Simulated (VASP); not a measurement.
A run of VASP 6.6.1 is set up as follows.

POSCAR

```
NaI
1.0
    0.0000000000      3.0985065923      3.0985065923
    3.0985065923      0.0000000000      3.0985065923
    3.0985065923      3.0985065923      0.0000000000
Na I
1 1
Direct
    0.0000000000      0.0000000000      0.0000000000
    0.5000000000      0.5000000000      0.5000000000
```

INCAR.step1

```
PREC = Accurate
ENCUT = 520
ISMEAR = 0
SIGMA = 0.02
LREAL = False
LASPH = True
NELM = 100
NBANDS = 14
GGA = PE
ALGO = Normal
EDIFF = 1E-4
LWAVE = True
LCHARG = False
```

INCAR.step2

```
PREC = Accurate
ENCUT = 520
EDIFF = 1E-7
ISMEAR = 0
SIGMA = 0.02
LREAL = False
LASPH = True
NELM = 100
ALGO = Normal
ISIF = 2
LWAVE = False
LCHARG = False
METAGGA = R2SCAN
LMIXTAU = True
NBANDS = 14
ISTART = 1
```

Contents of KPOINTS:

```
regular mesh
0
Gamma
  6 6 6
```

Potentials or basis: VASP PAW PBE potentials, release 64 (Na_pv, I).

Command:

```bash
$ cat potpaw_PBE.64/Na_pv/POTCAR potpaw_PBE.64/I/POTCAR > POTCAR
$ cp INCAR.step1 INCAR
$ mpirun -np 1 vasp_std > vasp.out
$ cp INCAR.step2 INCAR
$ mpirun -np 1 vasp_std > vasp.out
```

Task: What does it give for the pressure?

Result: 2.8 GPa.

Task: Estimate the band gap on the k mesh.

Result: 4.89 eV.

Caveat: the PAW data sets were made with another functional, which shifts forces and pressure a little; spin-orbit coupling is left out, which moves the levels of the heavy elements. r2SCAN opens gaps a little over a GGA but as a rule still falls short of measured ones.
